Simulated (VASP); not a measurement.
A run of VASP 6.6.1 is set up as follows.

Contents of POSCAR:

```
Sr2TeO
1.0
    2.0688328755      1.1944412176      7.0354504340
   -2.0688328755      1.1944412176      7.0354504340
    0.0000000000     -2.3888824352      7.0354504340
O Te Sr
1 1 2
Direct
    1.0000000000      0.0000000000      0.0000000000
    0.5000000000      0.5000000000      0.5000000000
    0.2681616537      0.2681616537      0.2681616537
    0.7318383463      0.7318383463      0.7318383463
```

File INCAR.step1:

```
ALGO = Normal ; EDIFF = 1E-4
ENCUT = 520 ; GGA = PE
ISMEAR = 0 ; LASPH = True
LCHARG = False ; LREAL = False
LWAVE = True ; NBANDS = 24
NELM = 80 ; PREC = Accurate
SIGMA = 0.01
```

INCAR.step2

```
ALGO = Normal ; EDIFF = 1E-6
ENCUT = 520 ; ISIF = 2
ISMEAR = 0 ; ISTART = 1
LASPH = True ; LCHARG = False
LMIXTAU = True ; LREAL = False
LWAVE = False ; METAGGA = R2SCAN
NBANDS = 24 ; NELM = 80
PREC = Accurate ; SIGMA = 0.01
```

Contents of KPOINTS:

```
k-points
0
Gamma
  4 4 4
```

Potentials or basis: VASP PAW PBE potentials, release 64 (O, Te, Sr_sv).

Launch:

```console
$ cat potpaw_PBE.64/O/POTCAR potpaw_PBE.64/Te/POTCAR potpaw_PBE.64/Sr_sv/POTCAR > POTCAR
$ cp INCAR.step1 INCAR
$ mpirun -np 1 vasp_std > vasp.out
$ cp INCAR.step2 INCAR
$ mpirun -np 1 vasp_std > vasp.out
```

Question: Predict the largest force.

Answer: 0.019 eV/Å.

Question: Predict the pressure.

Answer: 0.3 GPa.

Stress tensor (GPa, compression positive):
```
0.37 0.00 0.00
0.00 0.37 0.00
0.00 0.00 0.09
```

Caveat: the k points lie up to 0.44 Å⁻¹ apart; the PAW data sets were made with another functional, which shifts forces and pressure a little.
